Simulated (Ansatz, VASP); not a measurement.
**MgZn5O6: VASP beside Ansatz**

```
Mg Zn O
1.0
     3.28529    0.00000    0.00000
    -1.64264    2.84514    0.00000
     0.00000    0.00000   15.79785
Mg Zn O
1 5 6
Cartesian
  0.0000 1.8968 0.0352
  1.6426 0.9484 2.6849
  0.0000 1.8968 5.3235
  1.6426 0.9484 7.9653
  0.0000 1.8968 10.6064
  1.6426 0.9484 13.2506
  0.0000 1.8968 2.0358
  1.6426 0.9484 4.6924
  0.0000 1.8968 7.3337
  1.6426 0.9484 9.9756
  0.0000 1.8968 12.6167
  1.6426 0.9484 15.2527
```

Alike in both runs: functional PBE; k mesh 12 × 12 × 2; occupations gaussian, width 0.02 eV; no spin polarisation.

Ansatz relaxed the structure, and its values are those at the end. VASP's run is a single point on that final structure, the one shown.

|  | VASP | Ansatz |
| --- | --- | --- |
| version | VASP 6.6.1 | Ansatz 0.2.0 |
| potentials or method | VASP PAW PBE potentials, release 64 (Mg, Zn, O), cutoff 520 eV | scalar-relativistic, plane waves, PAW |
| valence electrons in the cell | 98 | 106 |

```csv
,VASP,Ansatz,Ansatz less VASP
gap on the k mesh at the Fermi level (eV),0.97,0.99,+0.017
least direct gap on the mesh (eV),0.97,0.99,+0.017
pressure (GPa),0.6,0.0,-0.63
rms of the force components (eV/Å),0.015,0.001,-0.0138
```

The functional is the same, so the differences come from potentials, cutoffs and numerics. VASP's potentials hold 98 valence electrons a cell and Ansatz's 106, so a difference there can come from the potentials and not from the codes.
